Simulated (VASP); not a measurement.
A run of VASP 6.6.1 is set up as follows.

Contents of INCAR:

```
SYSTEM = Y3As
ALGO = Normal
EDIFF = 1E-7
ENCUT = 520
GGA = PE
ISIF = 2
ISMEAR = 0
LASPH = .TRUE.
LCHARG = .FALSE.
LREAL = .FALSE.
LWAVE = .FALSE.
NBANDS = 27
NELM = 100
PREC = Accurate
SIGMA = 0.1
```

File KPOINTS:

```
k-points
0
G
  10 10 10
  0 0 0
```

POSCAR

```
Y3As
1.0
    4.6607461271      0.0000000000      0.0000000000
    0.0000000000      4.6607461271      0.0000000000
    0.0000000000      0.0000000000      4.6607461271
Y As
3 1
Direct
    0.0000000000      0.5000000000      0.5000000000
    0.5000000000      0.0000000000      0.5000000000
    0.5000000000      0.5000000000      0.0000000000
    0.0000000000      0.0000000000      0.0000000000
```

Potentials or basis: VASP PAW PBE potentials, release 64 (Y_sv, As).

Run with:

```sh
$ cat potpaw_PBE.64/Y_sv/POTCAR potpaw_PBE.64/As/POTCAR > POTCAR
$ mpirun -np 1 vasp_std > vasp.out
```

(1) Estimate the band gap on the k mesh.

(2) Predict the pressure.

## Answers

(1) zero (band 19 reaches 4.91 eV, above the bottom of band 20 at 3.79 eV).

(2) -0.1 GPa.
